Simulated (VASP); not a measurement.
# Cu (Fm-3m) in VASP: notebook, part 3 of 3

VASP 6.6.1. Earlier steps stand in the parts before.

**5. Single point, PBE+D4**

This run uses another cell than the first one, of 10.65 Å³/atom.

INCAR reads:

```
PREC     = Accurate       # precision mode
ENCUT    = 820            # plane-wave cutoff, eV
EDIFF    = 1E-6           # SCF threshold, eV
ISMEAR   = 1              # smearing method
SIGMA    = 0.05           # smearing width, eV
LREAL    = F              # projectors in reciprocal space
LASPH    = T              # aspherical terms in the spheres
NELM     = 120            # most SCF steps
ALGO     = Normal         # electronic algorithm
ISIF     = 2              # what is computed and relaxed
LWAVE    = F              # write WAVECAR
LCHARG   = F              # write CHGCAR
GGA      = PE             # functional
IVDW     = 13             # dispersion correction
NBANDS   = 16             # bands
GGA_COMPAT= F
```

KPOINTS reads:

```
regular mesh
0
Gamma
  13 13 13
```

POSCAR reads:

```
Cu
1.0
    0.0000000000      1.7461555969      1.7461555969
    1.7461555969      0.0000000000      1.7461555969
    1.7461555969      1.7461555969      0.0000000000
Cu
1
Direct
    0.0000000000      0.0000000000      0.0000000000
```

Potentials or basis: VASP PAW PBE potentials, release 64 (Cu_sv_GW).

Started as:

```
$ cat potpaw_PBE.64/Cu_sv_GW/POTCAR > POTCAR
$ mpirun -np 1 vasp_std > vasp.out
```

OUTCAR:

```text
PREC = Accurate
   ENCUT = 820
   EDIFF = 1E-6
   ISMEAR = 1
   LREAL = F
   LASPH = T
   NELM = 120
   ISIF = 2
   GGA = PE
   IVDW = 13

 ion  position               nearest neighbor table
   1  0.000  0.000  0.000-

  LATTYP: Found a face centered cubic cell.
 ALAT       =     3.4923111938

  Lattice vectors:

 A1 = (   0.0000000000,   1.7461555969,   1.7461555969)
 A2 = (   1.7461555969,   0.0000000000,   1.7461555969)
 A3 = (   1.7461555969,   1.7461555969,   0.0000000000)

Analysis of symmetry for initial positions (statically):
=====================================================================
 Subroutine PRICEL returns:
 Original cell was already a primitive cell.

 Routine SETGRP: Setting up the symmetry group for a
 face centered cubic supercell.

 Subroutine GETGRP returns: Found 48 space group operations
 (whereof 48 operations were pure point group operations)
 out of a pool of 48 trial point group operations.

The static configuration has the point symmetry O_h .

Analysis of symmetry for dynamics (positions and initial velocities):
=====================================================================
 Subroutine PRICEL returns:
 Original cell was already a primitive cell.

 Routine SETGRP: Setting up the symmetry group for a
 face centered cubic supercell.

 Subroutine GETGRP returns: Found 48 space group operations
 (whereof 48 operations were pure point group operations)
 out of a pool of 48 trial point group operations.

The dynamic configuration has the point symmetry O_h .

 Subroutine INISYM returns: Found 48 space group operations
 (whereof 48 operations are pure point group operations),
 and found     1 'primitive' translations

----------------------------------------------------------------------------------------

                                     Primitive cell

  volume of cell :      10.6483

  direct lattice vectors                    reciprocal lattice vectors
[... 104 lines left out ...]
     AMIX     =   0.40;   BMIX     =  1.00
     AMIX_MAG =   1.60;   BMIX_MAG =  1.00
  volume/ion in A,a.u.               =      10.65        71.86
  Fermi-wavevector in a.u.,A,eV,Ry     =   1.985637  3.752309 53.644405  3.942753
  Thomas-Fermi vector in A             =   3.004718
   LORBIT       =      0    0 simple, 1 ext, 2 COOP (PROOUT), +10 PAW based schemes
   GGA     = PE    functional components
   LHFCALC =     F    Hartree Fock is set to
   AEXX    =    0.0000 exact exchange contribution
   IVDW    =    13    specifies the selected vdW correction
   LEPSILON=     F    determine dielectric tensor
   LRPA    =     F    only Hartree local field effects (RPA)
 non-spin polarized calculation
 Methfessel and Paxton  Order N= 1 SIGMA  =   0.05
  energy-cutoff  :      820.00
  volume of cell :       10.65
 maximum number of plane-waves:       578
   NGX = 11   NGY = 11   NGZ = 11

 number of electron      19.0000007 magnetization

 Free energy of the ion-electron system (eV)
  ---------------------------------------------------
  ext. energy  EPLUGINS =         0.00000000
  ---------------------------------------------------
  free energy    TOTEN  =        -3.71893494 eV

  energy without entropy =       -3.71877569  energy(sigma->0) =       -3.71888185

 E-fermi :   9.1752     XC(G=0): -14.0356

 val. band max:        9.1611044182   @ k =   0.4615   0.3077   0.0000
 cond. band min:       9.1895135727   @ k =  -0.3846   0.1538   0.0000
 fundamental gap:      0.0284091545
 Fermi energy:         9.1751631739

 k-point     1 :       0.0000    0.0000    0.0000
  band No.  band energies     occupation
      1    -103.9225      2.00000
      2     -61.2064      2.00000
      3     -61.2064      2.00000
      4     -61.2064      2.00000
      5      -1.2994      2.00000
      6       5.5951      2.00000
[... 433 lines left out ...]
      3     -61.2477      2.00000
      4     -61.2392      2.00000
      5       3.5135      2.00000
      6       5.1342      2.00000
[... 8 lines left out ...]
     15      40.8325      0.00000
     16      40.8745      0.00000

 [... further k-points ...]

------------------------ aborting loop because EDIFF is reached ----------------------------------------

  DFT-D4 for vdW energy calculation

  Edisp (eV):   -0.61653

  FORCE on cell =-STRESS in cart. coord.  units (eV):
  Direction    XX          YY          ZZ          XY          YZ          ZX
  --------------------------------------------------------------------------------------
  -------------------------------------------------------------------------------------
  Total       0.78073     0.78073     0.78073    -0.00000    -0.00000    -0.00000
  in kB     117.47105   117.47105   117.47105    -0.00000    -0.00000    -0.00000
  external pressure =      117.47 kB  Pullay stress =        0.00 kB

 VOLUME and BASIS-vectors are now :
 -----------------------------------------------------------------------------
  energy-cutoff  :      820.00
  volume of cell :       10.65
      direct lattice vectors                 reciprocal lattice vectors
     0.000000000  1.746155597  1.746155597    -0.286343325  0.286343325  0.286343325
     1.746155597  0.000000000  1.746155597     0.286343325 -0.286343325  0.286343325
     1.746155597  1.746155597  0.000000000     0.286343325  0.286343325 -0.286343325

 POSITION                                       TOTAL-FORCE (eV/Angst)
 -----------------------------------------------------------------------------------
      0.00000      0.00000      0.00000        -0.000000      0.000000     -0.000000
 -----------------------------------------------------------------------------------
    total drift:                                0.000000      0.000000     -0.000000

  FREE ENERGIE OF THE ION-ELECTRON SYSTEM (eV)
  ---------------------------------------------------
  free  energy   TOTEN  =        -4.3354663857 eV

  energy  without entropy=       -4.3353071420  energy(sigma->0) =       -4.33541330
```

It took 12 s on 1 thread of Intel Xeon 6975P-C (Granite Rapids), shared host; peak memory 0.17 GiB.

Results:

- Free energy: -4.3355 eV
- Pressure: 11.7 GPa
- Band gap on the k mesh: zero (an odd number of electrons rules out a gap without spin polarisation)
- Dispersion energy per atom: -0.617 eV

Caveat: the cell stands under pressure.

**6. Single point, r2SCAN+rVV10**

POSCAR reads:

```
Cu
1.0
    0.0000000000      1.8312856224      1.8312856224
    1.8312856224      0.0000000000      1.8312856224
    1.8312856224      1.8312856224      0.0000000000
Cu
1
Direct
    0.0000000000      0.0000000000      0.0000000000
```

INCAR.step1 reads:

```
SYSTEM = Cu
PREC = Accurate
ENCUT = 900
ISMEAR = -1
SIGMA = 0.05
LREAL = .False.
LASPH = .True.
NELM = 120
NBANDS = 16
GGA = PE
ALGO = Normal
EDIFF = 1E-5
LWAVE = .True.
LCHARG = .False.
GGA_COMPAT = .False.
```

INCAR.step2 reads:

```
SYSTEM = Cu
PREC = Accurate
ENCUT = 900
EDIFF = 1E-6
ISMEAR = -1
SIGMA = 0.05
LREAL = .False.
LASPH = .True.
NELM = 120
ALGO = Normal
ISIF = 2
LWAVE = .False.
LCHARG = .True.
METAGGA = R2SCAN
LMIXTAU = .True.
LUSE_VDW = .True.
IVDW_NL = 2
BPARAM = 11.95
CPARAM = 0.0093
LELF = .True.
LVHAR = .True.
NBANDS = 16
ISTART = 1
GGA_COMPAT = .False.
```

KPOINTS reads:

```
Automatic mesh
0
Gamma
  13 13 13
  0 0 0
```

Potentials or basis: VASP PAW PBE potentials, release 64 (Cu_sv_GW).

Started as:

```
$ cat potpaw_PBE.64/Cu_sv_GW/POTCAR > POTCAR
$ cp INCAR.step1 INCAR
$ mpirun -np 1 vasp_std > vasp.out
$ cp INCAR.step2 INCAR
$ mpirun -np 1 vasp_std > vasp.out
```

Run time: 3.9 min. Hardware: 1 thread of Intel Xeon Platinum 8259CL at 2.50GHz (Skylake/Cascade Lake), shared host; peak memory 0.31 GiB.

It converged, with:

```
Free energy            : -10.2974 eV
Pressure               : -11.7 GPa
Band gap on the k mesh : zero (an odd number of electrons rules out a gap without spin polarisation)
```

Levels at points of the mesh, in eV from the Fermi level:
```
           k point  band 7  band 8  band 9  band 10  band 11  band 12  band 13  band 14
(0.00, 0.00, 0.00)   -3.14   -3.14   -2.37    -2.37    22.89    25.55    25.55    25.55
```

Caveat: the cell stands under tension; the PAW data sets were made with another functional, which shifts forces and pressure a little.

**7. Single point, r2SCAN+rVV10**

This run uses another cell than the first one, of 12.52 Å³/atom.

POSCAR reads:

```
Cu
1.0
    0.0000000000      1.8429501765      1.8429501765
    1.8429501765      0.0000000000      1.8429501765
    1.8429501765      1.8429501765      0.0000000000
Cu
1
Direct
    0.0000000000      0.0000000000      0.0000000000
```

INCAR.step1 reads:

```
SYSTEM = Cu
PREC     = Accurate       ! precision mode
ENCUT    = 900            ! plane-wave cutoff, eV
ISMEAR   = -1             ! smearing method
SIGMA    = 0.05           ! smearing width, eV
LREAL    = .False.        ! projectors in reciprocal space
LASPH    = .True.         ! aspherical terms in the spheres
NELM     = 120            ! most SCF steps
NBANDS   = 16             ! bands
GGA      = PE             ! functional
ALGO     = Normal         ! electronic algorithm
EDIFF    = 1E-5           ! SCF threshold, eV
LWAVE    = .True.         ! write WAVECAR
LCHARG   = .False.        ! write CHGCAR
GGA_COMPAT= .False.
```

INCAR.step2 reads:

```
SYSTEM = Cu
PREC     = Accurate       ! precision mode
ENCUT    = 900            ! plane-wave cutoff, eV
EDIFF    = 1E-6           ! SCF threshold, eV
ISMEAR   = -1             ! smearing method
SIGMA    = 0.05           ! smearing width, eV
LREAL    = .False.        ! projectors in reciprocal space
LASPH    = .True.         ! aspherical terms in the spheres
NELM     = 120            ! most SCF steps
ALGO     = Normal         ! electronic algorithm
ISIF     = 2              ! what is computed and relaxed
LWAVE    = .False.        ! write WAVECAR
LCHARG   = .True.         ! write CHGCAR
METAGGA  = R2SCAN         ! meta-GGA
LMIXTAU  = .True.       
LUSE_VDW = .True.       
IVDW_NL  = 2            
BPARAM   = 11.95        
CPARAM   = 0.0093       
LELF     = .True.         ! ELF
LVHAR    = .True.       
NBANDS   = 16             ! bands
ISTART   = 1            
GGA_COMPAT= .False.
```

KPOINTS is that of step 6.

Started as:

```
$ cat potpaw_PBE.64/Cu_sv_GW/POTCAR > POTCAR
$ cp INCAR.step1 INCAR
$ mpirun -np 1 vasp_std > vasp.out
$ cp INCAR.step2 INCAR
$ mpirun -np 1 vasp_std > vasp.out
```

Run time: 2 min. Hardware: 1 thread of Intel Xeon Platinum 8488C (Sapphire Rapids), shared host; peak memory 0.31 GiB.

The run converged. Its results:

* Free energy: -10.2776 eV
* Pressure: -13.7 GPa
* Band gap on the k mesh: zero (an odd number of electrons rules out a gap without spin polarisation)

Levels at points of the mesh, in eV from the Fermi level:
```csv
k point,band 7,band 8,band 9,band 10,band 11,band 12,band 13,band 14
"(0.00, 0.00, 0.00)",-3.08,-3.08,-2.33,-2.33,22.74,25.24,25.24,25.24
```

Caveat: the cell stands under tension; the PAW data sets were made with another functional, which shifts forces and pressure a little.

**8. Summary**

```csv
task,level,potentials or basis,cell,k mesh,cutoff (eV),smearing,grid for exact exchange (PRECFOCK),share of exact exchange,gap on the mesh (eV),pressure (GPa)
single point,r2SCAN0,"VASP PAW PBE potentials, release 64 (Cu)","a = 2.590 Å, angles 60.0°, 1 atom",7 × 7 × 7,520,fermi-dirac 0.05 eV,Normal,0.25,none,-6.7
relaxation of cell and atoms,HF,"VASP PAW PBE potentials, release 64 (Cu)","relaxed from a = 2.556 Å, angles 60.0°, 1 atom",7 × 7 × 7,600,fermi-dirac 0.05 eV,Normal,1,none,0.0
single point,r2SCAN,"VASP PAW PBE potentials, release 64 (Cu_sv_GW)","a = 2.556 Å, angles 60.0°, 1 atom",7 × 7 × 7,900,fermi-dirac 0.05 eV,-,-,none,-4.9
single point,PBE+D4,"VASP PAW PBE potentials, release 64 (Cu_sv_GW)","a = 2.469 Å, angles 60.0°, 1 atom",13 × 13 × 13,820,methfessel-paxton 0.05 eV,-,-,none,11.7
single point,r2SCAN+rVV10,"VASP PAW PBE potentials, release 64 (Cu_sv_GW)","a = 2.590 Å, angles 60.0°, 1 atom",13 × 13 × 13,900,fermi-dirac 0.05 eV,-,-,none,-11.7
single point,r2SCAN+rVV10,"VASP PAW PBE potentials, release 64 (Cu_sv_GW)","a = 2.606 Å, angles 60.0°, 1 atom",13 × 13 × 13,900,fermi-dirac 0.05 eV,-,-,none,-13.7
```

Alike in all rows: no spin polarisation.

Caveats: some runs use coarse meshes; the PAW data sets were made with another functional, which shifts forces and pressure a little (at least some runs); the cell stands under tension (at least some runs); the volume moved by over 15 % at a fixed basis, so the end points are rough (at least some runs); the cell stands under pressure (at least some runs).

Total energies depend on the potentials used, so only differences within one code and one set of settings carry meaning.

The gap in the log of VASP goes by the Fermi energy; the results here count the filled bands.